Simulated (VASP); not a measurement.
Wanted: the native input for a VASP 6.6.1 run.

```
Task                   : single point
Functional             : PBE
Dispersion             : D3(BJ)
Potentials or basis    : VASP PAW PBE potentials, release 64 (Tc_pv, B)
Cutoff                 : 520 eV
k mesh                 : 4 × 3 × 4
Occupations            : fermi-dirac, width 0.1 eV
Spin                   : no spin polarisation
Dipole correction      : no
Further INCAR settings : ALGO = Normal; EDIFF = 1e-07; NBANDS = 92
```

The structure of Tc12B (a cell with a defect) lies in POSCAR:

```
Tc12B
1.0
    5.4800000000      0.0000000000      0.0000000000
   -4.1100000000      7.1187290000      0.0000000000
    0.0000000000      0.0000000000      4.3949600000
Tc B
12 1
Direct
    0.0094054685     -0.0013766502     -0.0195678686
    0.1985137391      0.2154879052      0.4880818028
    0.0017164707      0.3309017663      0.0061661540
    0.1794576918      0.5303474820      0.4631669003
    0.0070028955      0.6497508193      0.0213198755
    0.1401676137      0.8876444096      0.4573192930
    0.5177356084      0.0160562370     -0.0022980869
    0.6678197004      0.2143922040      0.4930192766
    0.5087694086      0.3195514255     -0.0217521889
    0.6912257669      0.5368654994      0.4977292171
    0.5398513263      0.6503127173      0.0185212152
    0.6935525344      0.8823766153      0.4671942407
    0.3488076511      0.7742252866      0.7355243279
```

These files were run (other wordings do the same):

INCAR

```
SYSTEM = Tc12B
PREC     = Accurate       ! precision mode
ENCUT    = 520            ! plane-wave cutoff, eV
EDIFF    = 1E-7           ! SCF threshold, eV
ISMEAR   = -1             ! smearing method
SIGMA    = 0.1            ! smearing width, eV
LREAL    = .FALSE.        ! projectors in reciprocal space
LASPH    = .TRUE.         ! aspherical terms in the spheres
NELM     = 80             ! most SCF steps
ALGO     = Normal         ! electronic algorithm
ISIF     = 2              ! what is computed and relaxed
LWAVE    = .FALSE.        ! write WAVECAR
LCHARG   = .TRUE.         ! write CHGCAR
GGA      = PE             ! functional
IVDW     = 12             ! dispersion correction
LVHAR    = .TRUE.       
NBANDS   = 92             ! bands
KPAR     = 2
```

KPOINTS

```
regular mesh
0
G
  4 3 4
  0 0 0
```

Potentials or basis: VASP PAW PBE potentials, release 64 (Tc_pv, B).

Launch:

```console
$ cat potpaw_PBE.64/Tc_pv/POTCAR potpaw_PBE.64/B/POTCAR > POTCAR
$ mpirun -np 2 vasp_std > vasp.out
```

It gave:

```
Pressure                   : 12.5 GPa
Largest force              : 3.211 eV/Å
Band gap on the k mesh     : zero (an odd number of electrons rules out a gap without spin polarisation)
Dispersion energy per atom : -0.630 eV
```

Caveat: the atoms stand as in a frame of molecular dynamics.

Wall time 7.7 min on 2 MPI ranks on Intel(R) Xeon(R) Platinum 8259CL CPU @ 2.50GHz (Skylake/Cascade Lake), with other jobs on the host, peak memory 0.46 GiB a rank.
